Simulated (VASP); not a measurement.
Set up this calculation in VASP 6.6.1, as the native input.

```yaml
Task: single point
Functional: RPBE
Potentials_or_basis: VASP PAW PBE potentials, release 64 (Cs_sv)
Cutoff: 520 eV
k_mesh: 12 × 12 × 12
Occupations: fermi-dirac, width 0.1 eV
Spin: no spin polarisation
Dipole_correction: no
Further_INCAR_settings: ALGO = Normal; EDIFF = 1e-06; NBANDS = 10
```

The structure of Cs lies in POSCAR:

```
Cs
1.0
   -3.1567249316      3.1567249316      3.1567249316
    3.1567249316     -3.1567249316      3.1567249316
    3.1567249316      3.1567249316     -3.1567249316
Cs
1
Direct
    0.0000000000      0.0000000000      0.0000000000
```

The input as run:

INCAR

```
ALGO = Normal
EDIFF = 1E-6
ENCUT = 520
GGA = RP
ISIF = 2
ISMEAR = -1
LASPH = True
LCHARG = False
LREAL = False
LWAVE = False
NBANDS = 10
NELM = 100
PREC = Accurate
SIGMA = 0.1
```

KPOINTS

```
k-points
0
Gamma
  12 12 12
```

Potentials or basis: VASP PAW PBE potentials, release 64 (Cs_sv).

Run with:

```bash
$ cat potpaw_PBE.64/Cs_sv/POTCAR > POTCAR
$ mpirun -np 1 vasp_std > vasp.out
```

It gave:

The pressure is 0.1 GPa. The band gap on the k mesh is zero (an odd number of electrons rules out a gap without spin polarisation).

Caveat: the PAW data sets were made with another functional, which shifts forces and pressure a little; spin-orbit coupling is left out, which moves the levels of the heavy elements.

It took 38 s on 1 thread of Intel(R) Xeon(R) 6975P-C (Granite Rapids) (shared host), peak memory 0.28 GiB.
